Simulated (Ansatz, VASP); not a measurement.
# Two plane-wave programs on MnH3

```
Mn H
1.0
     2.67996    0.00000    0.00000
     0.00000    2.67996    0.00000
     0.00000    0.00000    2.67996
Mn H
1 3
Cartesian
  0.0000 0.0000 0.0000
  1.3400 1.3400 0.0000
  1.3400 0.0000 1.3400
  0.0000 1.3400 1.3400
```

Change from the starting cell: species swapped into the ZnPt3 type (Pm-3m, No. 221).

Alike in both runs: functional PBE; k mesh 6 × 6 × 6; occupations gaussian, width 0.1 eV; collinear spin.

Ansatz relaxed the structure, and its values are those at the end. VASP's run is a single point on that final structure, the one shown.

|  | VASP | Ansatz |
| --- | --- | --- |
| version | VASP 6.6.1 | Ansatz 0.2.0 |
| potentials or method | VASP PAW PBE potentials, release 64 (Mn_pv, H), cutoff 520 eV | scalar-relativistic, plane waves, PAW |
| valence electrons in the cell | 16 | 18 |

|  | VASP | Ansatz | Ansatz less VASP |
| --- | --- | --- | --- |
| gap on the k mesh at the Fermi level (eV) | none | none | - |
| pressure (GPa) | 0.0 | 0.1 | +0.17 |
| net moment per atom (μB) | 0.44 | 0.44 | 0.000 |
| size of the moment on the site where the two differ most (μB) | 1.80 | 1.53 | -0.274 |

Site moments also hang on the region over which each program counts them. A gap of «none» marks a metal or a gap that the smearing closes. The functional is the same, so the differences come from potentials, cutoffs and numerics. VASP's potentials hold 16 valence electrons a cell and Ansatz's 18, so a difference there can come from the potentials and not from the codes.

The k mesh is coarse, so the values compare programs but aren't converged.
